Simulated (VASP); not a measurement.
# As: single point with PBE

Crystal: As.

```xyz
1
Lattice="1.6994 -1.9915 0.0000 1.6994 1.9915 0.0000 0.0000 0.0000 3.5952" Properties=species:S:1:pos:R:3 pbc="T T T"
As    0.0000    0.0000    0.0000
```

```json
{
 "Program": "VASP 6.6.1",
 "Task": "single point",
 "Functional": "PBE",
 "Potentials or basis": "VASP PAW PBE potentials, release 64 (As)",
 "Cutoff": "520 eV",
 "k mesh": "6 × 6 × 6",
 "Occupations": "gaussian, width 0.1 eV",
 "Spin": "no spin polarisation",
 "Dipole correction": "no",
 "Further INCAR settings": "ALGO = Normal; EDIFF = 1e-06; NBANDS = 8"
}
```

```
Pressure : -1.9 GPa
```

Stress tensor (GPa, compression positive):
```
 5.18  0.00  0.00
 0.00 -5.03  0.00
 0.00  0.00 -6.00
```

Levels at points of the mesh, in eV from the Fermi level:
```csv
k point,band 1,band 2,band 3,band 4,band 5,band 6,band 7
"(0.00, 0.00, 0.00)",-13.85,-1.10,4.33,6.17,7.14,10.77,13.14
"(0.50, 0.00, 0.00)",-9.96,-5.97,1.95,8.17,8.94,9.03,10.40
"(0.50, 0.50, 0.00)",-6.22,-4.14,-1.53,4.40,4.49,11.25,13.26
"(0.00, 0.00, 0.50)",-13.28,-4.87,6.54,7.52,11.32,13.85,13.89
"(0.50, 0.00, 0.50)",-9.40,-5.42,-1.29,3.77,8.55,14.16,18.19
"(0.50, 0.50, 0.50)",-5.60,-3.69,-1.11,1.59,5.34,6.57,9.60
```

Wall time 5.9 s on 1 thread of Intel(R) Xeon(R) Platinum 8259CL CPU @ 2.50GHz (Skylake/Cascade Lake) (shared host), peak memory 0.13 GiB.

Caveat: the k points lie up to 0.41 Å⁻¹ apart.
